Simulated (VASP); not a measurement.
Input of a VASP 6.6.1 run:

Contents of POSCAR:

```
SiGe
1.0
    3.9043776430      0.0000000000      0.0000000000
   -1.9521888215      3.3812902248      0.0000000000
    0.0000000000      0.0000000000      6.4536796672
Si Ge
2 2
Direct
    0.6666666667      0.3333333333      0.8744661518
    0.3333333333      0.6666666667      0.3744661518
    0.6666666667      0.3333333333      0.4889115711
    0.3333333333      0.6666666667     -0.0110884289
```

File INCAR.step1:

```
ALGO = Normal ; EDIFF = 1E-4
ENCUT = 520 ; GGA = PE
ISMEAR = 0 ; LASPH = T
LCHARG = F ; LREAL = F
LWAVE = T ; NBANDS = 26
NELM = 80 ; PREC = Accurate
SIGMA = 0.05
```

The input INCAR.step2:

```
ALGO = Normal ; EDIFF = 1E-7
ENCUT = 520 ; ISIF = 2
ISMEAR = 0 ; ISTART = 1
LASPH = T ; LCHARG = T
LELF = T ; LMIXTAU = T
LREAL = F ; LVHAR = T
LWAVE = F ; METAGGA = R2SCAN
NBANDS = 26 ; NELM = 80
PREC = Accurate ; SIGMA = 0.05
```

File KPOINTS:

```
k-points
0
Gamma
  12 12 4
```

Potentials or basis: VASP PAW PBE potentials, release 64 (Si, Ge_d).

Run with:

```console
$ cat potpaw_PBE.64/Si/POTCAR potpaw_PBE.64/Ge_d/POTCAR > POTCAR
$ cp INCAR.step1 INCAR
$ mpirun -np 1 vasp_std > vasp.out
$ cp INCAR.step2 INCAR
$ mpirun -np 1 vasp_std > vasp.out
```

(1) Predict the pressure.

(2) Estimate the largest force.

Results:

(1) 0.2 GPa.

(2) 0.859 eV/Å.

Caveat: the cell differs from its parent crystal (all Ge atoms moved -0.075 Å, as atom 3 along Cartesian [0 0 1]); the PAW data sets were made with another functional, which shifts forces and pressure a little.
